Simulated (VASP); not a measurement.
Here is a VASP 6.6.1 calculation.

INCAR

```
SYSTEM = MnSi
PREC = Accurate
ENCUT = 520
EDIFF = 1E-6
ISMEAR = -1
SIGMA = 0.05
LREAL = .False.
LASPH = .True.
NELM = 150
ALGO = Normal
ISIF = 2
LWAVE = .False.
LCHARG = .False.
ISPIN = 2
MAGMOM = 3.5 3.5 3.5 3.5 0 0 0 0
LORBIT = 11
LMAXMIX = 4
GGA = PS
IBRION = 2
NSW = 80
EDIFFG = -0.015
KPAR = 4
```

Contents of KPOINTS:

```
regular mesh
0
Gamma
  7 7 7
  0 0 0
```

Contents of POSCAR:

```
MnSi
1.0
    4.5174755904      0.0000000000      0.0000000000
    0.0000000000      4.5174755904      0.0000000000
    0.0000000000      0.0000000000      4.5174755904
Mn Si
4 4
Direct
    0.1354792600      0.1354792600      0.1354792600
    0.3645207400      0.8645207400      0.6354792600
    0.6354792600      0.3645207400      0.8645207400
    0.8645207400      0.6354792600      0.3645207400
    0.8446935049      0.8446935049      0.8446935049
    0.6553064951      0.1553064951      0.3446935049
    0.3446935049      0.6553064951      0.1553064951
    0.1553064951      0.3446935049      0.6553064951
```

Potentials or basis: VASP PAW PBE potentials, release 64 (Mn_pv, Si).

The run is started by

```sh
$ cat potpaw_PBE.64/Mn_pv/POTCAR potpaw_PBE.64/Si/POTCAR > POTCAR
$ mpirun -np 4 vasp_std > vasp.out
```

(1) Predict the net moment.

(2) Predict the energy gained by relaxing.

## Answers

(1) 3.85 μB per cell.

(2) 0.2 meV/atom.
